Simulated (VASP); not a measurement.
# TmI4 (P6_3/mmc) in VASP: relaxation of cell and atoms with PBE

Aim: the relaxation of cell and atoms of TmI4 with PBE.

All numbers are computed with VASP 6.6.1; they aren't measurements. Logs are shortened: lines on timing, memory, paths and dates and some standing lists are left out, and cuts for length are marked.

### Step 1. The cell of the first run

It takes space group P6_3/mmc (No. 194, hexagonal). The conventional cell has a = 6.247 Å, b = 6.247 Å, c = 11.754 Å, α = 90.00°, β = 90.00°, γ = 120.00°. Within 4.5 Å of Tm (site symmetry -6m2) lie 9 I at 3.45 to 3.61 Å. I (site symmetry 2/m) has 6 I at 3.12 to 3.45 Å and 2 Tm at 3.45 Å within 4.1 Å. Within 4.5 Å of I (site symmetry -6m2) lie 6 I at 3.45 Å and 3 Tm at 3.61 Å.

The cell was built from a structure type or drawn by symmetry, and may not be a known phase.

### Step 2. Relaxation of cell and atoms, PBE

Input file INCAR:

```
SYSTEM = TmI4
PREC     = Accurate       ! precision mode
ENCUT    = 500            ! plane-wave cutoff, eV
EDIFF    = 1E-7           ! SCF threshold, eV
ISMEAR   = 0              ! smearing method
SIGMA    = 0.2            ! smearing width, eV
LREAL    = .FALSE.        ! projectors in reciprocal space
LASPH    = .TRUE.         ! aspherical terms in the spheres
NELM     = 200            ! most SCF steps
ALGO     = Normal         ! electronic algorithm
ISIF     = 3              ! what is computed and relaxed
LWAVE    = .FALSE.        ! write WAVECAR
LCHARG   = .FALSE.        ! write CHGCAR
GGA      = PE             ! functional
IBRION   = 2              ! ionic algorithm
NSW      = 36             ! ionic steps
EDIFFG   = -0.08          ! ionic threshold
GGA_COMPAT= .FALSE.      
NELMIN   = 4            
LMAXMIX  = 6              ! l up to which the mixer works
```

Input file KPOINTS:

```
regular mesh
0
G
  3 3 2
  0 0 0
```

Input file POSCAR:

```
TmI4
1.0
    6.2466348500      0.0000000000      0.0000000000
   -3.1233174200      5.4097444600      0.0000000000
    0.0000000000      0.0000000000     11.7542493200
Tm I
2 8
Direct
    0.3333333300      0.6666666700      0.2500000000
    0.6666666700      0.3333333300      0.7500000000
    0.5000000000      0.0000000000      0.0000000000
    0.0000000000      0.5000000000      0.0000000000
    0.5000000000      0.5000000000      0.0000000000
    0.5000000000      0.0000000000      0.5000000000
    0.0000000000      0.5000000000      0.5000000000
    0.5000000000      0.5000000000      0.5000000000
    0.3333333300      0.6666666700      0.7500000000
    0.6666666700      0.3333333300      0.2500000000
```

Potentials or basis: VASP PAW PBE potentials, release 64 (Tm_3, I), 4f in core.

On the command line:

```console
cat potpaw_PBE.64/Tm_3/POTCAR potpaw_PBE.64/I/POTCAR > POTCAR
mpirun -np 1 vasp_std > vasp.out
```

OUTCAR:

```text
SYSTEM = TmI4
   PREC = Accurate
   ENCUT = 500
   EDIFF = 1E-7
   ISMEAR = 0
   LREAL = .FALSE.
   LASPH = .TRUE.
   NELM = 200
   ISIF = 3
   GGA = PE
   IBRION = 2
   NSW = 36
   EDIFFG = -0.08
   NELMIN = 4

 ion  position               nearest neighbor table
   1  0.333  0.667  0.250-   3 3.45   6 3.45   4 3.45   7 3.45   5 3.45   8 3.45  10 3.61  10 3.61
                            10 3.61
   2  0.667  0.333  0.750-   3 3.45   6 3.45   4 3.45   7 3.45   5 3.45   8 3.45   9 3.61   9 3.61
                             9 3.61
   3  0.500  0.000  0.000-   5 3.12   5 3.12   4 3.12   4 3.12   9 3.45  10 3.45   1 3.45   2 3.45
[... 11 lines left out ...]
   9  0.333  0.667  0.750-   3 3.45   6 3.45   4 3.45   7 3.45   5 3.45   8 3.45   2 3.61   2 3.61
                             2 3.61
  10  0.667  0.333  0.250-   3 3.45   6 3.45   4 3.45   7 3.45   5 3.45   8 3.45   1 3.61   1 3.61
                             1 3.61

  LATTYP: Found a hexagonal cell.
 ALAT       =     6.2466348500
 C/A-ratio  =     1.8816930399

  Lattice vectors:

 A1 = (   6.2466348500,   0.0000000000,   0.0000000000)
 A2 = (  -3.1233174200,   5.4097444600,   0.0000000000)
 A3 = (   0.0000000000,   0.0000000000,  11.7542493200)

Analysis of symmetry for initial positions (statically):
=====================================================================
 Subroutine PRICEL returns:
 Original cell was already a primitive cell.

 Routine SETGRP: Setting up the symmetry group for a
 hexagonal supercell.

 Subroutine GETGRP returns: Found 24 space group operations
 (whereof 12 operations were pure point group operations)
 out of a pool of 24 trial point group operations.

The static configuration has the point symmetry D_3d.
 The point group associated with its full space group is D_6h.

Analysis of symmetry for dynamics (positions and initial velocities):
=====================================================================
 Subroutine PRICEL returns:
 Original cell was already a primitive cell.

 Routine SETGRP: Setting up the symmetry group for a
 hexagonal supercell.

 Subroutine GETGRP returns: Found 24 space group operations
 (whereof 12 operations were pure point group operations)
 out of a pool of 24 trial point group operations.

The dynamic configuration has the point symmetry D_3d.
 The point group associated with its full space group is D_6h.

 Subroutine INISYM returns: Found 24 space group operations
 (whereof 12 operations are pure point group operations),
 and found     1 'primitive' translations
[... 80 lines left out ...]
   NGX,Y,Z   is equivalent  to a cutoff of  12.77, 12.77, 12.73 a.u.
   NGXF,Y,Z  is equivalent  to a cutoff of  25.55, 25.55, 25.46 a.u.
 SYSTEM =  TmI4
   PREC   = accura    normal or accurate (medium, high low for compatibility)
   ISTART =      0    job   : 0-new  1-cont  2-samecut
   ICHARG =      2    charge: 1-file 2-atom 10-const
   ISPIN  =      1    spin polarized calculation?
   LNONCOLLINEAR =      F non collinear calculations
   LSORBIT =      F    spin-orbit coupling
   LASPH  =      T    aspherical Exc in radial PAW
   ENCUT  =  500.0 eV  36.75 Ry    6.06 a.u.  11.39 11.39 21.43*2*pi/ulx,y,z
   NELM   =    200;   NELMIN=  4; NELMDL= -5     # of ELM steps
   EDIFF  = 0.1E-06   stopping-criterion for ELM
   LREAL  =      F    real-space projection
   EDIFFG = -.8E-01   stopping-criterion for IOM
   NSW    =     36    number of steps for IOM
   IBRION =      2    ionic relax: 0-MD 1-quasi-New 2-CG
   NFREE  =      1    steps in history (QN), initial steepest desc. (CG)
   ISIF   =      3    stress and relaxation
   ISYM   =      2    0-nonsym 1-usesym 2-fastsym
   POTIM  = 0.5000    time-step for ionic-motion
   TEBEG  =    0.0;   TEEND  =   0.0 temperature during run
   PSTRESS=    0.0 pullay stress
   NELECT =      74.0000    total number of electrons
   NUPDOWN=      -1.0000    fix difference up-down
   EMIN   =  10.00;   EMAX   =-10.00  energy-range for DOS
   EFERMI =   0.00;   METHOD = LEGACY
   ISMEAR =     0;   SIGMA  =   0.20  broadening in eV -4-tet -1-fermi 0-gaus
   EFERMI_NEDOS =   21; number of points for ismear=-14 and -15
   IALGO  =     38    algorithm
   IMIX   =      4    mixing-type and parameters
     AMIX     =   0.40;   BMIX     =  1.00
     AMIX_MAG =   1.60;   BMIX_MAG =  1.00
  volume/ion in A,a.u.               =      39.72       268.05
  Fermi-wavevector in a.u.,A,eV,Ry     =   0.935003  1.766899 11.894619  0.874230
  Thomas-Fermi vector in A             =   2.061865
   LORBIT       =      0    0 simple, 1 ext, 2 COOP (PROOUT), +10 PAW based schemes
   GGA     = PE    functional components
   LHFCALC =     F    Hartree Fock is set to
   AEXX    =    0.0000 exact exchange contribution
   IVDW    =     0    specifies the selected vdW correction
   LEPSILON=     F    determine dielectric tensor
   LRPA    =     F    only Hartree local field effects (RPA)
 conjugate gradient relaxation of ions
 non-spin polarized calculation
 Gauss-broadening in eV      SIGMA  =   0.20
  energy-cutoff  :      500.00
  volume of cell :      397.21
 maximum number of plane-waves:     10123
 NGX is ok and might be reduce to    48
   NGX = 23   NGY = 23   NGZ = 43

--------------------------------------- Ionic step        1  -------------------------------------------

 number of electron      73.9999997 magnetization

 Free energy of the ion-electron system (eV)
  ---------------------------------------------------
  ext. energy  EPLUGINS =         0.00000000
  ---------------------------------------------------
  free energy    TOTEN  =       -19.40768041 eV

  energy without entropy =      -19.29475981  energy(sigma->0) =      -19.35122011

------------------------ aborting loop because EDIFF is reached ----------------------------------------

  FORCE on cell =-STRESS in cart. coord.  units (eV):
  Direction    XX          YY          ZZ          XY          YZ          ZX
  --------------------------------------------------------------------------------------
  -------------------------------------------------------------------------------------
  Total       11.1945588     11.1945588     16.9969361      0.0000000      0.0000000     -0.0000000
  in kB       45.1543708     45.1543706     68.5588391      0.0000000      0.0000000     -0.0000000
  external PRESSURE =      52.9558602 kB  Pullay stress =       0.0000000 kB
[... 163 lines left out ...]
--------------------------------------- Ionic step        5  -------------------------------------------

 number of electron      73.9999999 magnetization

 Free energy of the ion-electron system (eV)
  ---------------------------------------------------
  ext. energy  EPLUGINS =         0.00000000
  ---------------------------------------------------
  free energy    TOTEN  =       -20.50990081 eV

  energy without entropy =      -20.40409023  energy(sigma->0) =      -20.45699552

 E-fermi :   2.9440     XC(G=0):  -7.4409

 val. band max:        2.8602604950   @ k =   0.0000   0.0000   0.0000
 cond. band min:       2.9841252942   @ k =   0.3333  -0.0000   0.5000
 fundamental gap:      0.1238647992
 Fermi energy:         2.9440039135

 k-point     1 :       0.0000    0.0000    0.0000
  band No.  band energies     occupation
      1     -25.7158      2.00000
      2     -25.7158      2.00000
      3     -25.7158      2.00000
      4     -25.7158      2.00000
      5     -25.6196      2.00000
      6     -25.6195      2.00000
[... 308 lines left out ...]
  FREE ENERGIE OF THE ION-ELECTRON SYSTEM (eV)
  ---------------------------------------------------
  free  energy   TOTEN  =       -20.5099008109 eV

  energy  without entropy=      -20.4040902327  energy(sigma->0) =      -20.45699552

 reached required accuracy - stopping structural energy minimisation
```

OSZICAR:

```text
N       E                     dE             d eps       ncg     rms          rms(c)
DAV:   1     0.667274807901E+03    0.66727E+03   -0.26836E+04   536   0.137E+03
DAV:   2     0.826889233469E+02   -0.58459E+03   -0.57490E+03   700   0.406E+02
DAV:   3    -0.109753308029E+02   -0.93664E+02   -0.90118E+02   824   0.115E+02
[... 67 lines left out ...]
DAV:   6    -0.205098978012E+02    0.89619E-05   -0.12524E-04   744   0.389E-02    0.211E-02
DAV:   7    -0.205098993227E+02   -0.15215E-05   -0.11854E-05   708   0.140E-02    0.217E-02
DAV:   8    -0.205099000833E+02   -0.76064E-06   -0.78176E-06   700   0.101E-02    0.920E-03
DAV:   9    -0.205099007387E+02   -0.65536E-06   -0.22524E-06   688   0.605E-03    0.382E-03
DAV:  10    -0.205099008109E+02   -0.72175E-07   -0.22271E-07   464   0.246E-03
   5 F= -.20509901E+02 E0= -.20456996E+02  d E =-.106912E-01
```

Run time: 10 min. Hardware: 1 thread of Intel Xeon Platinum 8375C at 2.90GHz (Ice Lake), shared host; peak memory 0.55 GiB.

Results:

| Property | Result |
| --- | --- |
| Free energy | -20.5099 eV |
| Relaxed volume | 47.20 Å³/atom |
| Relaxed cell | a = 6.541 Å, b = 6.541 Å, c = 12.740 Å, α = 90.00°, β = 90.00°, γ = 120.00° |
| Space group after relaxing (to 0.1 Å) | P6_3/mmc (No. 194) |
| Energy gained by relaxing | 110.2 meV/atom |
| Ionic steps | 5 |
| Pressure after relaxing | -0.1 GPa |
| Band gap on the k mesh | zero (bands 37 and 38 overlap by 1.34 eV) |

Step by step:
```
step  energy change (eV)  largest force (eV/Å)  pressure (GPa)  volume (Å³)
   1              0.0000                0.0000            5.30       397.21
   2             -1.0872                0.0000           -0.31       477.45
   3             -1.0917                0.0000           -0.05       471.33
   4             -1.0915                0.0000           -0.11       472.90
   5             -1.1022                0.0000           -0.08       472.03
```

Final structure:
```
Tm I
1.0
     6.54082    0.00000    0.00000
    -3.27041    5.66451    0.00000
     0.00000    0.00000   12.74004
Tm I
2 8
Direct
  0.33333 0.66667 0.25000
  0.66667 0.33333 0.75000
  0.50000 0.00000 0.00000
  0.00000 0.50000 0.00000
  0.50000 0.50000 0.00000
  0.50000 0.00000 0.50000
  0.00000 0.50000 0.50000
  0.50000 0.50000 0.50000
  0.33333 0.66667 0.75000
  0.66667 0.33333 0.25000
```

Caveat: the k points lie up to 0.37 Å⁻¹ apart in the final cell, too coarse for converged energies and pressures of a metal; the volume moved by over 15 % at a fixed basis, so the end points are rough; spin-orbit coupling is left out, which moves the levels of the heavy elements; the 4f electrons are frozen in the core, so they carry no moment and show no levels; the run has no spin polarisation, though such a crystal can be magnetic.
